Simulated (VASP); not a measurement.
# Pt (Im-3m) in VASP: single point with PBEsol

Aim: the single point of Pt with PBEsol.

All numbers are computed with VASP 6.6.1; they aren't measurements. Logs are shortened: lines on timing, memory, paths and dates and some standing lists are left out, and cuts for length are marked.

## 1. The cell of the first run

The structure is cubic, space group Im-3m (No. 229). The conventional cell has a = 3.121 Å, b = 3.121 Å, c = 3.121 Å, α = 90.00°, β = 90.00°, γ = 90.00°. Pt (site symmetry m-3m) has 14 Pt at 2.70 to 3.12 Å within 3.6 Å.

This isn't the form of Pt at room conditions, which is fcc.

## 2. Single point, PBEsol

The input, INCAR:

```
  PREC = Accurate
  ENCUT = 520
  EDIFF = 1E-7
  ISMEAR = 0
  SIGMA = 0.15
  LREAL = F
  LASPH = T
  NELM = 60
  ALGO = Fast
  ISIF = 2
  LWAVE = F
  LCHARG = F
  GGA = PS
  NBANDS = 39
```

The input, KPOINTS:

```
regular mesh
0
Gamma
  14 14 5
```

The input, POSCAR:

```
Pt
1.0
   -3.1208845721      0.0000000000      0.0000000000
    0.0000000000     -3.1208845721      0.0000000000
    0.0000000000      0.0000000000      9.3626537164
Pt
6
Direct
    0.5000000000      0.5000000000      0.1666666667
    0.0000000000      0.0000000000      0.0000000000
    0.5000000000      0.5000000000      0.5000000000
    0.0000000000      0.0000000000      0.3333333333
    0.5000000000      0.5000000000      0.8333333333
    0.0000000000      0.0000000000      0.6666666667
```

Potentials or basis: VASP PAW PBE potentials, release 64 (Pt).

On the command line:

```bash
cat potpaw_PBE.64/Pt/POTCAR > POTCAR
mpirun -np 1 vasp_std > vasp.out
```

OUTCAR:

```text
PREC = Accurate
   ENCUT = 520
   EDIFF = 1E-7
   ISMEAR = 0
   LREAL = F
   LASPH = T
   NELM = 60
   ISIF = 2
   GGA = PS

 ion  position               nearest neighbor table
   1  0.500  0.500  0.167-   4 2.70   4 2.70   4 2.70   4 2.70   2 2.70   2 2.70   2 2.70   2 2.70
                             3 3.12   5 3.12
   2  0.000  0.000  0.000-   1 2.70   5 2.70   1 2.70   5 2.70   1 2.70   5 2.70   1 2.70   5 2.70
                             4 3.12   6 3.12
   3  0.500  0.500  0.500-   4 2.70   6 2.70   4 2.70   6 2.70   4 2.70   6 2.70   4 2.70   6 2.70
                             5 3.12   1 3.12
   4  0.000  0.000  0.333-   1 2.70   1 2.70   1 2.70   1 2.70   3 2.70   3 2.70   3 2.70   3 2.70
                             2 3.12   6 3.12
   5  0.500  0.500  0.833-   6 2.70   6 2.70   6 2.70   6 2.70   2 2.70   2 2.70   2 2.70   2 2.70
                             3 3.12   1 3.12
   6  0.000  0.000  0.667-   5 2.70   5 2.70   5 2.70   5 2.70   3 2.70   3 2.70   3 2.70   3 2.70
                             2 3.12   4 3.12

  LATTYP: Found a simple tetragonal cell.
 ALAT       =     3.1208845721
 C/A-ratio  =     3.0000000000

  Lattice vectors:

 A1 = (  -3.1208845721,   0.0000000000,   0.0000000000)
 A2 = (   0.0000000000,  -3.1208845721,   0.0000000000)
 A3 = (   0.0000000000,   0.0000000000,   9.3626537164)

Analysis of symmetry for initial positions (statically):
=====================================================================
 Subroutine PRICEL returns following result:

  LATTYP: Found a body centered cubic cell.
 ALAT       =     3.1208845717

  Lattice vectors:

 A1 = (  -1.5604422860,  -1.5604422860,  -1.5604422854)
 A2 = (   1.5604422860,  -1.5604422861,   1.5604422854)
 A3 = (  -1.5604422860,   1.5604422861,   1.5604422864)

   6 primitive cells build up your supercell.

 Routine SETGRP: Setting up the symmetry group for a
 simple tetragonal supercell.

 Subroutine GETGRP returns: Found 16 space group operations
 (whereof 16 operations were pure point group operations)
 out of a pool of 16 trial point group operations.

The static configuration has the point symmetry D_4h.

Analysis of symmetry for dynamics (positions and initial velocities):
=====================================================================
 Subroutine PRICEL returns following result:

  LATTYP: Found a body centered cubic cell.
 ALAT       =     3.1208845717

  Lattice vectors:

 A1 = (  -1.5604422860,  -1.5604422860,  -1.5604422854)
 A2 = (   1.5604422860,  -1.5604422861,   1.5604422854)
 A3 = (  -1.5604422860,   1.5604422861,   1.5604422864)

   6 primitive cells build up your supercell.

 Routine SETGRP: Setting up the symmetry group for a
 simple tetragonal supercell.

 Subroutine GETGRP returns: Found 16 space group operations
 (whereof 16 operations were pure point group operations)
 out of a pool of 16 trial point group operations.

The dynamic configuration has the point symmetry D_4h.

 Subroutine INISYM returns: Found 16 space group operations
 (whereof 16 operations are pure point group operations),
 and found     6 'primitive' translations

----------------------------------------------------------------------------------------

                                     Primitive cell

  volume of cell :      15.1986

  direct lattice vectors                    reciprocal lattice vectors
    -1.560442286 -1.560442286 -1.560442285    -0.320421976 -0.320421976  0.000000000
     1.560442286 -1.560442286  1.560442285     0.000000000 -0.320421976  0.320421976
    -1.560442286  1.560442286  1.560442286    -0.320421975  0.000000000  0.320421976

  length of vectors
     2.702765321  2.702765321  2.702765322     0.453145103  0.453145104  0.453145103

  position of ions in fractional coordinates (direct lattice)
     0.000000000  0.000000000  0.000000000

  ion indices of the primitive-cell ions
   primitive index   ion index
                 1           1

----------------------------------------------------------------------------------------

 KPOINTS: regular mesh

Automatic generation of k-mesh.
 Grid dimensions read from file:
 generate k-points for:   14   14    5

 Generating k-lattice:

  Cartesian coordinates                     Fractional coordinates (reciprocal lattice)
    -0.022887284  0.000000000  0.000000000     0.071428571  0.000000000  0.000000000
     0.000000000 -0.022887284  0.000000000     0.000000000  0.071428571  0.000000000
     0.000000000  0.000000000  0.021361465     0.000000000  0.000000000  0.200000000

  Length of vectors
     0.022887284  0.022887284  0.021361465

  Shift w.r.t. Gamma in fractional coordinates (k-lattice)
     0.000000000  0.000000000  0.000000000

 Subroutine IBZKPT returns following result:
 ===========================================

 Found    108 irreducible k-points:

 Following reciprocal coordinates:
            Coordinates               Weight
  0.000000  0.000000  0.000000      1.000000
  0.071429  0.000000  0.000000      4.000000
  0.142857  0.000000  0.000000      4.000000
  0.214286  0.000000  0.000000      4.000000
  0.285714  0.000000  0.000000      4.000000
  0.357143  0.000000  0.000000      4.000000
[... 16 lines left out ...]
  0.285714  0.214286  0.000000      8.000000
  0.357143  0.214286  0.000000      8.000000
 [... further k-points ...]
   k-points           NKPTS =    108   k-points in BZ     NKDIM =    108   number of bands    NBANDS=     39
   number of dos      NEDOS =    301   number of ions     NIONS =      6
   total plane-waves  NPLWV =  40320
   dimension x,y,z NGX =    24 NGY =   24 NGZ =   70
   dimension x,y,z NGXF=    48 NGYF=   48 NGZF=  140
   ions per type =               6
   NGX,Y,Z   is equivalent  to a cutoff of  12.78, 12.78, 12.43 a.u.
   NGXF,Y,Z  is equivalent  to a cutoff of  25.57, 25.57, 24.86 a.u.
 SYSTEM =  unknown system
   PREC   = accura    normal or accurate (medium, high low for compatibility)
   ISTART =      0    job   : 0-new  1-cont  2-samecut
   ICHARG =      2    charge: 1-file 2-atom 10-const
   ISPIN  =      1    spin polarized calculation?
   LNONCOLLINEAR =      F non collinear calculations
   LSORBIT =      F    spin-orbit coupling
   LASPH  =      T    aspherical Exc in radial PAW
   ENCUT  =  520.0 eV  38.22 Ry    6.18 a.u.   5.80  5.80 17.41*2*pi/ulx,y,z
   NELM   =     60;   NELMIN=  2; NELMDL= -5     # of ELM steps
   EDIFF  = 0.1E-06   stopping-criterion for ELM
   LREAL  =      F    real-space projection
   EDIFFG = 0.1E-05   stopping-criterion for IOM
   NSW    =      0    number of steps for IOM
   IBRION =     -1    ionic relax: 0-MD 1-quasi-New 2-CG
   NFREE  =      0    steps in history (QN), initial steepest desc. (CG)
   ISIF   =      2    stress and relaxation
   ISYM   =      2    0-nonsym 1-usesym 2-fastsym
   POTIM  = 0.5000    time-step for ionic-motion
   TEBEG  =    0.0;   TEEND  =   0.0 temperature during run
   PSTRESS=    0.0 pullay stress
   NELECT =      60.0000    total number of electrons
   NUPDOWN=      -1.0000    fix difference up-down
   EMIN   =  10.00;   EMAX   =-10.00  energy-range for DOS
   EFERMI =   0.00;   METHOD = LEGACY
   ISMEAR =     0;   SIGMA  =   0.15  broadening in eV -4-tet -1-fermi 0-gaus
   EFERMI_NEDOS =   21; number of points for ismear=-14 and -15
   IALGO  =     68    algorithm
   IMIX   =      4    mixing-type and parameters
     AMIX     =   0.40;   BMIX     =  1.00
     AMIX_MAG =   1.60;   BMIX_MAG =  1.00
  volume/ion in A,a.u.               =      15.20       102.57
  Fermi-wavevector in a.u.,A,eV,Ry     =   1.423881  2.690746 27.584968  2.027438
  Thomas-Fermi vector in A             =   2.544432
   LORBIT       =      0    0 simple, 1 ext, 2 COOP (PROOUT), +10 PAW based schemes
   GGA     = PS    functional components
   LHFCALC =     F    Hartree Fock is set to
   AEXX    =    0.0000 exact exchange contribution
   IVDW    =     0    specifies the selected vdW correction
   LEPSILON=     F    determine dielectric tensor
   LRPA    =     F    only Hartree local field effects (RPA)
 non-spin polarized calculation
 RMM-DIIS sequential band-by-band and
 Gauss-broadening in eV      SIGMA  =   0.15
  energy-cutoff  :      520.00
  volume of cell :       91.19
 maximum number of plane-waves:      2504
 NGX is ok and might be reduce to    24
   NGX = 11   NGY = 11   NGZ = 35

 number of electron      59.9999998 magnetization

 Free energy of the ion-electron system (eV)
  ---------------------------------------------------
  ext. energy  EPLUGINS =         0.00000000
  ---------------------------------------------------
  free energy    TOTEN  =       -41.14591246 eV

  energy without entropy =      -41.08305917  energy(sigma->0) =      -41.11448581

 E-fermi :  10.7364     XC(G=0): -13.5748

 val. band max:       10.7353266631   @ k =   0.5000   0.3571   0.2000
 cond. band min:      10.7399375477   @ k =   0.3571   0.0000   0.4000
 fundamental gap:      0.0046108847
 Fermi energy:        10.7364186441

 k-point     1 :       0.0000    0.0000    0.0000
  band No.  band energies     occupation
      1       0.7511      2.00000
      2       2.9031      2.00000
      3       2.9031      2.00000
      4       4.2531      2.00000
      5       4.2533      2.00000
      6       5.2787      2.00000
[... 31 lines left out ...]
     38      18.4198      0.00000
     39      23.5352      0.00000

 k-point     2 :       0.0714    0.0000    0.0000
  band No.  band energies     occupation
      1       0.8596      2.00000
      2       2.9637      2.00000
      3       2.9637      2.00000
      4       4.3055      2.00000
      5       4.3269      2.00000
      6       5.2757      2.00000
[... 31 lines left out ...]
     38      18.7501      0.00000
     39      22.4229      0.00000

 k-point     3 :       0.1429    0.0000    0.0000
  band No.  band energies     occupation
      1       1.1800      2.00000
      2       3.1252      2.00000
      3       3.1253      2.00000
      4       4.4611      2.00000
      5       4.5345      2.00000
      6       5.1795      2.00000
[... 31 lines left out ...]
     38      19.6419      0.00000
     39      20.6435      0.00000

 k-point     4 :       0.2143    0.0000    0.0000
  band No.  band energies     occupation
      1       1.6964      2.00000
      2       3.3337      2.00000
      3       3.3337      2.00000
      4       4.7169      2.00000
      5       4.8319      2.00000
      6       5.0007      2.00000
[... 31 lines left out ...]
     38      18.8868      0.00000
     39      20.9153      0.00000
[... 754 lines left out ...]
     38      18.4392      0.00000
     39      18.4392      0.00000

 k-point    23 :       0.2857    0.2143    0.0000
  band No.  band energies     occupation
      1       2.9752      2.00000
      2       4.3890      2.00000
      3       4.3890      2.00000
      4       5.0175      2.00000
      5       5.2729      2.00000
      6       5.2729      2.00000
[... 31 lines left out ...]
     38      17.5167      0.00000
     39      18.1375      0.00000

 k-point    24 :       0.3571    0.2143    0.0000
  band No.  band energies     occupation
      1       3.5113      2.00000
      2       4.5773      2.00000
      3       4.5773      2.00000
      4       4.9682      2.00000
      5       4.9932      2.00000
      6       4.9932      2.00000
[... 31 lines left out ...]
     38      16.9333      0.00000
     39      19.2622      0.00000

 [... further k-points ...]

------------------------ aborting loop because EDIFF is reached ----------------------------------------

  FORCE on cell =-STRESS in cart. coord.  units (eV):
  Direction    XX          YY          ZZ          XY          YZ          ZX
  --------------------------------------------------------------------------------------
  -------------------------------------------------------------------------------------
  Total       -0.1231894     -0.1231894     -0.0970385      0.0000000      0.0000000      0.0000000
  in kB       -2.1643597     -2.1643597     -1.7049053      0.0000000      0.0000000      0.0000000
  external PRESSURE =      -2.0112083 kB  Pullay stress =       0.0000000 kB

 VOLUME and BASIS-vectors are now :
 -----------------------------------------------------------------------------
  energy-cutoff  :      520.00
  volume of cell :       91.19
      direct lattice vectors                 reciprocal lattice vectors
    -3.120884572  0.000000000  0.000000000    -0.320421976  0.000000000  0.000000000
     0.000000000 -3.120884572  0.000000000     0.000000000 -0.320421976  0.000000000
     0.000000000  0.000000000  9.362653716     0.000000000  0.000000000  0.106807325

 POSITION                                       TOTAL-FORCE (eV/Angst)
 -----------------------------------------------------------------------------------
     -1.56044     -1.56044      1.56044         0.000000     -0.000000      0.000000
      0.00000      0.00000      0.00000        -0.000000      0.000000      0.000000
     -1.56044     -1.56044      4.68133         0.000000      0.000000      0.000000
      0.00000      0.00000      3.12088         0.000000     -0.000000     -0.000000
     -1.56044     -1.56044      7.80221        -0.000000      0.000000      0.000000
      0.00000      0.00000      6.24177         0.000000     -0.000000      0.000000
 -----------------------------------------------------------------------------------
    total drift:                               -0.000000      0.000000      0.000000

  FREE ENERGIE OF THE ION-ELECTRON SYSTEM (eV)
  ---------------------------------------------------
  free  energy   TOTEN  =       -41.1459124558 eV

  energy  without entropy=      -41.0830591658  energy(sigma->0) =      -41.11448581
```

Wall time 16 min (1 thread of Intel Xeon 8259CL, shared host); peak memory 0.39 GiB.

What came out:

```yaml
Free_energy: -41.1459 eV
Pressure: -0.2 GPa
Band_gap_on_the_k_mesh: zero (bands 30 and 31 overlap by 1.19 eV)
```

Levels at points of the mesh, in eV from the Fermi level:
```csv
k point,band 28,band 29,band 30,band 31,band 32,band 33
"(0.00, 0.00, 0.00)",-0.71,-0.49,-0.49,0.57,0.57,0.57
"(0.50, 0.00, 0.00)",0.03,0.55,0.55,0.55,0.55,0.61
"(0.50, 0.50, 0.00)",-0.64,0.06,0.06,1.13,1.13,5.35
```

Caveat: the PAW data sets were made with another functional, which shifts forces and pressure a little; spin-orbit coupling is left out, which moves the levels of the heavy elements.
